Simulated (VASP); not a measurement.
Wanted: the native input for a VASP 6.6.1 run.

| Item | Value |
| --- | --- |
| Task | single point |
| Functional | PBE |
| Potentials or basis | VASP PAW PBE potentials, release 64 (Si, Ge_d) |
| Cutoff | 520 eV |
| k mesh | 6 × 6 × 4 |
| Occupations | fermi-dirac, width 0.02 eV |
| Spin | no spin polarisation |
| Dipole correction | no |
| Further INCAR settings | ALGO = Normal; EDIFF = 1e-06; NBANDS = 31 |

The structure of SiGe3 lies in POSCAR:

```
SiGe3
1.0
    4.0190301939      0.0000000000      0.0000000000
    0.0000000000      4.0190301939      0.0000000000
    0.0000000000      0.0000000000      5.6578734335
Si Ge
1 3
Direct
    0.0000000000      0.0000000000      0.0000000000
    0.0000000000      0.5000000000      0.2435039932
    0.5000000000      0.5000000000      0.5000000000
    0.5000000000      0.0000000000      0.7564960068
```

The input as run:

INCAR

```
SYSTEM = SiGe3
  ALGO = Normal
  EDIFF = 1E-6
  ENCUT = 520
  GGA = PE
  ISIF = 2
  ISMEAR = -1
  LASPH = .True.
  LCHARG = .True.
  LELF = .True.
  LREAL = .False.
  LVHAR = .True.
  LWAVE = .False.
  NBANDS = 31
  NELM = 80
  PREC = Accurate
  SIGMA = 0.02
```

KPOINTS

```
k-points
0
Gamma
  6 6 4
  0 0 0
```

Potentials or basis: VASP PAW PBE potentials, release 64 (Si, Ge_d).

Command:

```bash
$ cat potpaw_PBE.64/Si/POTCAR potpaw_PBE.64/Ge_d/POTCAR > POTCAR
$ mpirun -np 1 vasp_std > vasp.out
```

Results of the run:

| Quantity | Value |
| --- | --- |
| Pressure | 0.0 GPa |
| Largest force | 0.004 eV/Å |
| Band gap on the k mesh | 0.18 eV, indirect (least direct gap 0.43 eV) |

Wall time 32 s on 1 thread of Intel(R) Xeon(R) 6975P-C (Granite Rapids), with other jobs on the host, peak memory 0.22 GiB.
